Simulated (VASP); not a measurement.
**AlN: single point with PBE**

AlN:

```
Al N
1.0
     0.00000    2.20159    2.20159
     2.20159    0.00000    2.20159
     2.20159    2.20159    0.00000
Al N
1 1
Cartesian
  0.0000 0.0000 0.0000
  3.3024 3.3024 3.3024
```

```yaml
Program: VASP 6.6.1
Task: single point
Functional: PBE
Potentials_or_basis: VASP PAW PBE potentials, release 64 (Al, N)
Cutoff: 520 eV
k_mesh: 10 × 10 × 10
Occupations: gaussian, width 0.02 eV
Spin: no spin polarisation
Dipole_correction: no
Further_INCAR_settings: ALGO = Normal; EDIFF = 1e-06; NBANDS = 11
```

```json
{
  "Pressure": "-0.3 GPa",
  "Band gap on the k mesh": "3.30 eV, indirect (least direct gap 3.98 eV)"
}
```

Levels at points of the mesh, in eV from the valence-band top:
| k point | band 2 | band 3 | band 4 | band 5 | band 6 | band 7 |
| --- | --- | --- | --- | --- | --- | --- |
| (0.00, 0.00, 0.00) | 0.00 | 0.00 | 0.00 | 3.98 | 12.32 | 12.32 |
| (0.50, 0.00, 0.00) | -5.75 | -0.48 | -0.48 | 7.16 | 9.70 | 11.00 |
| (0.50, 0.50, 0.00) | -4.83 | -1.75 | -1.75 | 3.30 | 8.47 | 13.64 |

Run time: 6.2 s on 1 thread of AMD EPYC 9R45 96-Core Processor (Zen 5) (shared host), peak memory 0.11 GiB.

A k mesh can miss the band edges. As with any semilocal functional, this PBE gap is likely too small.
